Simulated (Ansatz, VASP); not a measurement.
**Mo: VASP beside Ansatz**

```
Mo
1.0
    -1.52232    1.52232    1.69607
     1.52232   -1.52232    1.69607
     1.52232    1.52232   -1.69607
Mo
1
Direct
  0.00000 0.00000 0.00000
```

Change from the starting cell: strain +e along x and -e along y +0.0000, strain +e along z and -e/2 along x and y +0.0733.

Alike in both runs: task single point; functional PBE; k mesh 20 × 20 × 20; occupations gaussian, width 0.15 eV; no spin polarisation.

```csv
,VASP,Ansatz
version,VASP 6.6.1,Ansatz 0.2.0
potentials or method,"VASP PAW PBE potentials, release 64 (Mo_sv), cutoff 520 eV","scalar-relativistic, plane waves, PAW"
valence electrons in the cell,14,14
```

|  | VASP | Ansatz | Ansatz less VASP |
| --- | --- | --- | --- |
| gap on the k mesh at the Fermi level (eV) | none | none | - |
| pressure (GPa) | 2.9 | 2.4 | -0.51 |
| traceless stress, the component that is largest in VASP (GPa) | -18.29 | -18.31 | -0.017 |

A gap of «none» marks a metal or a gap that the smearing closes. The functional is the same, so the differences come from potentials, cutoffs and numerics.
